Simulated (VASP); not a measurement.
Wanted: the native input for a VASP 6.6.1 run.

```yaml
Task: single point
Functional: PBEsol
Potentials_or_basis: VASP PAW PBE potentials, release 64 (Ni)
Cutoff: 520 eV
k_mesh: 10 × 10 × 1
Occupations: fermi-dirac, width 0.08 eV
Spin: collinear spin, ferromagnetic start
Starting_moments: "[1.0] μB"
Dipole_correction: yes
Further_INCAR_settings: ALGO = Normal; EDIFF = 1e-07; NBANDS = 15
```

The structure of Ni lies in POSCAR:

```
Ni
1.0
    4.2423053560      0.0000000000      0.0000000000
    1.4141017853      3.1620277191      0.0000000000
    0.0000000000      0.0000000000      9.0000000000
Ni
1
Direct
    0.0000000000      0.0000000000      0.5000000000
```

The input as run:

INCAR

```
  PREC = Accurate
  ENCUT = 520
  EDIFF = 1E-7
  ISMEAR = -1
  SIGMA = 0.08
  LREAL = False
  LASPH = True
  NELM = 150
  ALGO = Normal
  ISIF = 2
  LWAVE = False
  LCHARG = True
  ISPIN = 2
  MAGMOM = 1
  LORBIT = 11
  LMAXMIX = 4
  LDIPOL = True
  IDIPOL = 3
  DIPOL = 0.5 0.5 0.500
  GGA = PS
  LELF = True
  LVHAR = True
  LVACPOTAV = True
  NBANDS = 15
```

KPOINTS

```
Automatic mesh
0
Gamma
  10 10 1
```

Potentials or basis: VASP PAW PBE potentials, release 64 (Ni).

The run is started by

```bash
$ cat potpaw_PBE.64/Ni/POTCAR > POTCAR
$ mpirun -np 1 vasp_std > vasp.out
```

It gave:

```json
{"Net moment": "1.12 μB per cell", "Site moments": "Ni +1.08 μB", "Valence electrons inside the program's atomic spheres": "Ni 8.71"}
```

Run time: 2.5 min on 1 thread of Intel(R) Xeon(R) Platinum 8488C (Sapphire Rapids), on a shared host, peak memory 0.32 GiB.
